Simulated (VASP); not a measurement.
Ge: single point with PBEsol

Ge:

```xyz
2
Lattice="0.0000 2.8095 2.8095 2.8095 0.0000 2.8095 2.8095 2.8095 0.0000" Properties=species:S:1:pos:R:3 pbc="T T T"
Ge    0.0000    0.0000    0.0000
Ge    1.4047    1.4047    1.4047
```

This cell differs from its parent crystal: strained cell.

```json
{"Program": "VASP 6.6.1", "Task": "single point", "Functional": "PBEsol", "Potentials or basis": "VASP PAW PBE potentials, release 64 (Ge_d)", "Cutoff": "520 eV", "k mesh": "12 × 12 × 12", "Occupations": "gaussian, width 0.1 eV", "Spin": "no spin polarisation"}
```

The pressure is 1.7 GPa and the band gap on the k mesh is 0.18 eV, direct.

Levels at points of the mesh, in eV from the valence-band top:
| k point | band 10 | band 11 | band 12 | band 13 | band 14 | band 15 | band 16 | band 17 | band 18 | band 19 |
| --- | --- | --- | --- | --- | --- | --- | --- | --- | --- | --- |
| (0.00, 0.00, 0.00) | -24.51 | -12.96 | 0.00 | 0.00 | 0.00 | 0.18 | 2.54 | 2.54 | 2.54 | 6.27 |
| (0.50, 0.00, 0.00) | -24.49 | -10.81 | -7.73 | -1.44 | -1.44 | 0.19 | 3.72 | 3.72 | 6.97 | 10.57 |
| (0.50, 0.50, 0.00) | -24.47 | -8.98 | -8.98 | -3.16 | -3.16 | 0.64 | 0.64 | 9.66 | 9.66 | 11.72 |

Wall time 31 s on 1 thread of Intel(R) Xeon(R) Platinum 8488C (Sapphire Rapids), with other jobs on the host, peak memory 0.2 GiB.

Caveat: the cell differs from its parent crystal (strained cell); the PAW data sets were made with another functional, which shifts forces and pressure a little. A k mesh can miss the band edges.
